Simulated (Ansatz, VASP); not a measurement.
# Two plane-wave programs on GeW2

```
Ge W
1.0
    -1.63233    1.63233    4.39417
     1.63233   -1.63233    4.39417
     1.63233    1.63233   -4.39417
Ge W
1 2
Direct
  0.00000 0.00000 0.00000
  0.66713 0.66713 0.00000
  0.33287 0.33287 0.00000
```

Alike in both runs: functional PBE; k mesh 20 × 20 × 20; occupations gaussian, width 0.1 eV; no spin polarisation.

Ansatz relaxed the structure, and its values are those at the end. VASP's run is a single point on that final structure, the one shown.

```csv
,VASP,Ansatz
version,VASP 6.6.1,Ansatz 0.2.0
potentials or method,"VASP PAW PBE potentials, release 64 (Ge_d, W_sv), cutoff 520 eV","scalar-relativistic, plane waves, PAW"
valence electrons in the cell,42,42
```

Ansatz gave:

- gap on the k mesh at the Fermi level (eV): none
- pressure (GPa): 0.0
- rms of the force components (eV/Å): 0.000

Question: Estimate VASP's values.

Answer: gap on the k mesh at the Fermi level (eV): none; pressure (GPa): 0.4; rms of the force components (eV/Å): 0.003.

A gap of «none» marks a metal or a gap that the smearing closes.

Spin-orbit coupling is off throughout.
